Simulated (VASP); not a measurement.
## Ba2CaNi6Ir: single point with PBE

The system is Ba2CaNi6Ir.

```xyz
10
Lattice="0.0000 4.3631 4.3631 4.3631 0.0000 4.3631 4.3631 4.3631 0.0000" Properties=species:S:1:pos:R:3 pbc="T T T"
Ir    4.3631    4.3631    4.3631
Ni    2.3334    4.3631    4.3631
Ni    4.3631    2.3334    4.3631
Ni    6.3928    4.3631    4.3631
Ni    4.3631    6.3928    4.3631
Ni    4.3631    4.3631    2.3334
Ni    4.3631    4.3631    6.3928
Ba    2.1815    2.1815    2.1815
Ba    6.5446    6.5446    6.5446
Ca    0.0000    0.0000    0.0000
```

| Item | Value |
| --- | --- |
| Program | VASP 6.6.1 |
| Task | single point |
| Functional | PBE |
| Potentials or basis | VASP PAW PBE potentials, release 64 (Ir, Ni, Ba_sv, Ca_sv) |
| Cutoff | 520 eV |
| k mesh | 4 × 4 × 4 |
| Occupations | fermi-dirac, width 0.1 eV |
| Spin | no spin polarisation |
| Dipole correction | no |
| Further INCAR settings | ALGO = Normal; EDIFF = 1e-06; NBANDS = 60 |

```yaml
Pressure: 44.2 GPa
Largest_force: 5.545 eV/Å
Band_gap_on_the_k_mesh: zero (an odd number of electrons rules out a gap without spin polarisation)
```

Forces on the atoms (eV/Å):
```
Ir   0.000  0.000  0.000
Ni  -5.545  0.000  0.000
Ni   0.000 -5.545  0.000
Ni   5.545  0.000  0.000
Ni   0.000  5.545  0.000
Ni   0.000  0.000 -5.545
Ni   0.000  0.000  5.545
Ba   0.000  0.000  0.000
Ba   0.000  0.000  0.000
Ca   0.000  0.000  0.000
```

Levels at points of the mesh, in eV from the Fermi level:
```
           k point  band 47  band 48  band 49  band 50  band 51  band 52
(0.00, 0.00, 0.00)    -0.80    -0.23    -0.23    -0.10    -0.10    -0.10
(0.50, 0.00, 0.00)    -0.33    -0.32    -0.24    -0.24    -0.07    -0.07
(0.50, 0.50, 0.00)    -0.15     0.00     0.08     0.08     0.20     0.20
```

Run time: 2.7 min on 1 thread of Intel(R) Xeon(R) Platinum 8259CL CPU @ 2.50GHz (Skylake/Cascade Lake) (shared host), peak memory 0.37 GiB.

Caveat: the cell stands under pressure; spin-orbit coupling is left out, which moves the levels of the heavy elements; forces of over 1 eV/Å act on the atoms, so gaps and moduli don't describe the material at rest. Spin polarisation is off, so any magnetic state and its effect on volume and gap are missing.
